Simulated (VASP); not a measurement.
As: single point with r2SCAN

Crystal: As.

```
As
1.0
     1.83709   -5.53642    0.00000
     1.83709    5.53642    0.00000
     0.00000    0.00000    4.49960
As
4
Direct
  0.39000 0.61000 0.56000
  0.89000 0.11000 0.94000
  0.61000 0.39000 0.44000
  0.11000 0.89000 0.06000
```

| Item | Value |
| --- | --- |
| Program | VASP 6.6.1 |
| Task | single point |
| Functional | r2SCAN |
| Potentials or basis | VASP PAW PBE potentials, release 64 (As) |
| Cutoff | 520 eV |
| k mesh | 8 × 8 × 6 |
| Occupations | fermi-dirac, width 0.05 eV |
| Spin | no spin polarisation |

| Quantity | Value |
| --- | --- |
| Pressure | 0.0 GPa |
| Largest force | 0.479 eV/Å |
| Band gap on the k mesh | 0.17 eV, indirect (least direct gap 0.23 eV) |

Forces on the atoms (eV/Å):
```
As   0.000 -0.238  0.415
As   0.000 -0.238 -0.415
As   0.000  0.238 -0.415
As   0.000  0.238  0.415
```

Stress tensor (GPa, compression positive):
```
 0.65  0.00  0.00
 0.00 -0.23  0.00
 0.00  0.00 -0.36
```

Levels at points of the mesh, in eV from the valence-band top:
| k point | band 6 | band 7 | band 8 | band 9 | band 10 | band 11 | band 12 | band 13 | band 14 | band 15 |
| --- | --- | --- | --- | --- | --- | --- | --- | --- | --- | --- |
| (0.00, 0.00, 0.00) | -4.26 | -3.06 | -2.19 | -1.86 | -1.02 | 2.21 | 2.44 | 2.80 | 3.57 | 5.06 |
| (0.50, 0.00, 0.00) | -3.81 | -2.53 | -2.53 | -2.29 | -2.29 | 1.17 | 1.17 | 1.36 | 1.36 | 3.50 |
| (0.50, 0.50, 0.00) | -4.47 | -3.42 | -1.63 | -1.28 | -0.06 | 0.17 | 2.36 | 2.70 | 3.20 | 5.15 |
| (0.00, 0.00, 0.50) | -4.28 | -2.00 | -2.00 | -0.50 | -0.50 | 1.28 | 1.28 | 2.30 | 2.30 | 5.28 |
| (0.50, 0.00, 0.50) | -5.43 | -4.62 | -4.62 | -1.82 | -1.82 | 2.35 | 2.35 | 4.87 | 4.87 | 6.71 |
| (0.50, 0.50, 0.50) | -2.11 | -1.91 | -1.91 | -0.97 | -0.97 | 1.75 | 1.75 | 2.06 | 2.06 | 2.80 |

Wall time 4.8 min on 1 thread of Intel(R) Xeon(R) 6975P-C (Granite Rapids), with other jobs on the host, peak memory 0.35 GiB.

Caveat: the PAW data sets were made with another functional, which shifts forces and pressure a little. A k mesh can miss the band edges.
